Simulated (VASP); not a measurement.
# ZnS (F-43m) in VASP: a series of runs, part 2 of 2

VASP 6.6.1. The steps go on from the part before.

### 3 Single point, HSE06

This run uses another cell than the first one, of 20.52 Å³/atom, 1.040 times its volume.

Contents of POSCAR:

```
ZnS
1.0
    0.0000000000      2.7375567091      2.7375567091
    2.7375567091      0.0000000000      2.7375567091
    2.7375567091      2.7375567091      0.0000000000
Zn S
1 1
Direct
    0.7500000000      0.7500000000      0.7500000000
    0.0000000000      0.0000000000      0.0000000000
```

Contents of INCAR.step1:

```
SYSTEM = ZnS
PREC = Accurate
ENCUT = 520
EDIFF = 1E-5
ISMEAR = -1
SIGMA = 0.05
LREAL = .FALSE.
LASPH = .TRUE.
NELM = 80
ALGO = Normal
ISIF = 2
LWAVE = .TRUE.
LCHARG = .FALSE.
NBANDS = 16
GGA = PE
```

Contents of INCAR.step2:

```
SYSTEM = ZnS
PREC = Accurate
ENCUT = 520
EDIFF = 1E-7
ISMEAR = -1
SIGMA = 0.05
LREAL = .FALSE.
LASPH = .TRUE.
NELM = 80
ALGO = Normal
ISIF = 2
LWAVE = .FALSE.
LCHARG = .FALSE.
GGA = PE
LHFCALC = .TRUE.
HFSCREEN = 0.2079
PRECFOCK = Normal
NBANDS = 16
ISTART = 1
```

Contents of KPOINTS:

```
regular mesh
0
G
  5 5 5
  0 0 0
```

Potentials or basis: VASP PAW PBE potentials, release 64 (Zn, S).

The run is started by

```
cat potpaw_PBE.64/Zn/POTCAR potpaw_PBE.64/S/POTCAR > POTCAR
cp INCAR.step1 INCAR
mpirun -np 1 vasp_std > vasp.out
cp INCAR.step2 INCAR
mpirun -np 1 vasp_std > vasp.out
```

OUTCAR:

```text
SYSTEM = ZnS
   PREC = Accurate
   ENCUT = 520
   EDIFF = 1E-7
   ISMEAR = -1
   LREAL = .FALSE.
   LASPH = .TRUE.
   NELM = 80
   ISIF = 2
   GGA = PE
   LHFCALC = .TRUE.
   HFSCREEN = 0.2079
   PRECFOCK = Normal
   ISTART = 1

 ion  position               nearest neighbor table
   1  0.750  0.750  0.750-   2 2.37   2 2.37   2 2.37   2 2.37
   2  0.000  0.000  0.000-   1 2.37   1 2.37   1 2.37   1 2.37

  LATTYP: Found a face centered cubic cell.
 ALAT       =     5.4751134182

  Lattice vectors:

 A1 = (   0.0000000000,   2.7375567091,   2.7375567091)
 A2 = (   2.7375567091,   0.0000000000,   2.7375567091)
 A3 = (   2.7375567091,   2.7375567091,   0.0000000000)

Analysis of symmetry for initial positions (statically):
=====================================================================
 Subroutine PRICEL returns:
 Original cell was already a primitive cell.

 Routine SETGRP: Setting up the symmetry group for a
 face centered cubic supercell.

 Subroutine GETGRP returns: Found 24 space group operations
 (whereof 24 operations were pure point group operations)
 out of a pool of 48 trial point group operations.

The static configuration has the point symmetry T_d .

Analysis of symmetry for dynamics (positions and initial velocities):
=====================================================================
 Subroutine PRICEL returns:
 Original cell was already a primitive cell.

 Routine SETGRP: Setting up the symmetry group for a
 face centered cubic supercell.

 Subroutine GETGRP returns: Found 24 space group operations
 (whereof 24 operations were pure point group operations)
 out of a pool of 48 trial point group operations.

The dynamic configuration has the point symmetry T_d .

 Subroutine INISYM returns: Found 24 space group operations
 (whereof 24 operations are pure point group operations),
 and found     1 'primitive' translations

----------------------------------------------------------------------------------------

                                     Primitive cell

  volume of cell :      41.0317

  direct lattice vectors                    reciprocal lattice vectors
     0.000000000  2.737556709  2.737556709    -0.182644618  0.182644618  0.182644618
     2.737556709  0.000000000  2.737556709     0.182644618 -0.182644618  0.182644618
     2.737556709  2.737556709  0.000000000     0.182644618  0.182644618 -0.182644618

  length of vectors
     3.871489826  3.871489826  3.871489826     0.316349758  0.316349758  0.316349758

  position of ions in fractional coordinates (direct lattice)
     0.750000000  0.750000000  0.750000000
     0.000000000  0.000000000  0.000000000

  ion indices of the primitive-cell ions
   primitive index   ion index
                 1           1
                 2           2

----------------------------------------------------------------------------------------

 KPOINTS: regular mesh

Automatic generation of k-mesh.
 Grid dimensions read from file:
[... 25 lines left out ...]
  0.200000  0.200000  0.000000      6.000000
  0.400000  0.200000  0.000000     24.000000
 -0.400000  0.200000  0.000000     24.000000
 -0.200000  0.200000  0.000000     12.000000
  0.400000  0.400000  0.000000      6.000000
 -0.400000  0.400000  0.000000     12.000000
 -0.400000  0.400000  0.200000     24.000000
   k-points           NKPTS =     10   k-points in BZ     NKDIM =    125   number of bands    NBANDS=     16
   number of dos      NEDOS =    301   number of ions     NIONS =      2
   total plane-waves  NPLWV =  27000
   dimension x,y,z NGX =    30 NGY =   30 NGZ =   30
   dimension x,y,z NGXF=    60 NGYF=   60 NGZF=   60
   ions per type =               1   1
   NGX,Y,Z   is equivalent  to a cutoff of  12.88, 12.88, 12.88 a.u.
   NGXF,Y,Z  is equivalent  to a cutoff of  25.76, 25.76, 25.76 a.u.
 SYSTEM =  ZnS
   PREC   = accura    normal or accurate (medium, high low for compatibility)
   ISTART =      1    job   : 0-new  1-cont  2-samecut
   ICHARG =      0    charge: 1-file 2-atom 10-const
   ISPIN  =      1    spin polarized calculation?
   LNONCOLLINEAR =      F non collinear calculations
   LSORBIT =      F    spin-orbit coupling
   LASPH  =      T    aspherical Exc in radial PAW
   ENCUT  =  520.0 eV  38.22 Ry    6.18 a.u.   7.20  7.20  7.20*2*pi/ulx,y,z
   NELM   =     80;   NELMIN=  2; NELMDL=  0     # of ELM steps
   EDIFF  = 0.1E-06   stopping-criterion for ELM
   LREAL  =      F    real-space projection
   EDIFFG = 0.1E-05   stopping-criterion for IOM
   NSW    =      0    number of steps for IOM
   IBRION =     -1    ionic relax: 0-MD 1-quasi-New 2-CG
   NFREE  =      0    steps in history (QN), initial steepest desc. (CG)
   ISIF   =      2    stress and relaxation
   ISYM   =      3    0-nonsym 1-usesym 2-fastsym
   POTIM  = 0.5000    time-step for ionic-motion
   TEBEG  =    0.0;   TEEND  =   0.0 temperature during run
   PSTRESS=    0.0 pullay stress
   NELECT =      18.0000    total number of electrons
   NUPDOWN=      -1.0000    fix difference up-down
   EMIN   =  10.00;   EMAX   =-10.00  energy-range for DOS
   EFERMI =   0.00;   METHOD = LEGACY
   ISMEAR =    -1;   SIGMA  =   0.05  broadening in eV -4-tet -1-fermi 0-gaus
   EFERMI_NEDOS =   21; number of points for ismear=-14 and -15
   IALGO  =     38    algorithm
   IMIX   =      1    mixing-type and parameters
     AMIX     =   0.40;   BMIX     =  1.00
     AMIX_MAG =   1.60;   BMIX_MAG =  1.00
  volume/ion in A,a.u.               =      20.52       138.45
  Fermi-wavevector in a.u.,A,eV,Ry     =   1.243920  2.350668 21.052806  1.547338
  Thomas-Fermi vector in A             =   2.378210
   LORBIT       =      0    0 simple, 1 ext, 2 COOP (PROOUT), +10 PAW based schemes
   GGA     = PE    functional components
   LHFCALC =     T    Hartree Fock is set to
   PRECFOCK=normal    Normal, Fast or Accurate (Low or Medium for compatibility)
   ENCUT4O =  -1.0   cutoff for four orbital integrals eV
   NKREDX  =     1    reduce k-point grid by
   NKREDY  =     1    reduce k-point grid by
   NKREDZ  =     1    reduce k-point grid by
   AEXX    =    0.2500 exact exchange contribution
   HFSCREEN=    0.2079 screening length (either q_TF or 0.3 A-1)
   HFSCREENC=   0.2079 screening length for correlation (either q_TF or 0.3 A-1)
   ENCUTFOCK=  -1.0 apply spherical cutoff to Coloumb kernel
   IVDW    =     0    specifies the selected vdW correction
   LEPSILON=     F    determine dielectric tensor
   LRPA    =     F    only Hartree local field effects (RPA)
 non-spin polarized calculation
  energy-cutoff  :      520.00
  volume of cell :       41.03
 maximum number of plane-waves:      1117
 NGX is ok and might be reduce to    30
  NGX = 24; NGY = 24; NGZ = 24

 number of electron      18.0000000 magnetization

 Free energy of the ion-electron system (eV)
  ---------------------------------------------------
  ext. energy  EPLUGINS =         0.00000000
  ---------------------------------------------------
  free energy    TOTEN  =        -8.36141720 eV

  energy without entropy =       -8.36141720  energy(sigma->0) =       -8.36141720

 E-fermi :   2.0880     XC(G=0):  -7.8268

 val. band max:        1.0372054340   @ k =   0.0000   0.0000   0.0000
 cond. band min:       4.1794428182   @ k =   0.0000   0.0000   0.0000
 fundamental gap:      3.1422373842
 Fermi energy:         2.0880152695

 k-point     1 :       0.0000    0.0000    0.0000
  band No.  band energies     occupation
      1     -13.0056      2.00000
      2      -6.6897      2.00000
      3      -6.6897      2.00000
      4      -6.6897      2.00000
      5      -6.2877      2.00000
      6      -6.2877      2.00000
[... 167 lines left out ...]
      3      -6.5016      2.00000
      4      -6.3571      2.00000
      5      -6.2728      2.00000
      6      -5.9937      2.00000
[... 8 lines left out ...]
     15      15.7308      0.00000
     16      18.0100      0.00000

------------------------ aborting loop because EDIFF is reached ----------------------------------------

  FORCE on cell =-STRESS in cart. coord.  units (eV):
  Direction    XX          YY          ZZ          XY          YZ          ZX
  --------------------------------------------------------------------------------------
  -------------------------------------------------------------------------------------
  Total       -0.4804843     -0.4804843     -0.4804843      0.0000000     -0.0000000      0.0000000
  in kB      -18.7616224    -18.7616224    -18.7616224      0.0000000     -0.0000000      0.0000000
  external PRESSURE =     -18.7616224 kB  Pullay stress =       0.0000000 kB

 VOLUME and BASIS-vectors are now :
 -----------------------------------------------------------------------------
  energy-cutoff  :      520.00
  volume of cell :       41.03
      direct lattice vectors                 reciprocal lattice vectors
     0.000000000  2.737556709  2.737556709    -0.182644618  0.182644618  0.182644618
     2.737556709  0.000000000  2.737556709     0.182644618 -0.182644618  0.182644618
     2.737556709  2.737556709  0.000000000     0.182644618  0.182644618 -0.182644618

 POSITION                                       TOTAL-FORCE (eV/Angst)
 -----------------------------------------------------------------------------------
      4.10634      4.10634      4.10634        -0.000000      0.000000      0.000000
      0.00000      0.00000      0.00000         0.000000     -0.000000      0.000000
 -----------------------------------------------------------------------------------
    total drift:                                0.000063      0.000047      0.000034

  FREE ENERGIE OF THE ION-ELECTRON SYSTEM (eV)
  ---------------------------------------------------
  free  energy   TOTEN  =        -8.3614171960 eV

  energy  without entropy=       -8.3614171960  energy(sigma->0) =       -8.36141720
```

Run time: 16 min. Hardware: 1 thread of Intel Xeon Platinum 8488C (Sapphire Rapids), shared host; peak memory 0.27 GiB.

Results:

```yaml
Free_energy: -8.3614 eV
Pressure: -1.9 GPa
Band_gap_on_the_k_mesh: 3.14 eV, direct
```

Caveat: the PAW data sets were made with another functional, which shifts forces and pressure a little.

### 4 Against experiment

Step 3. Measured gap of ZnS: 3.85 eV (direct; 19 K; quoted in “Electronic, vibrational, and thermodynamic properties of ZnS (zincblende and rocksalt structure)”, 2009, arxiv:0911.5022). This calculation gives 3.14 eV (-0.71 eV). The value is that of HSE06, without temperature or zero-point motion.
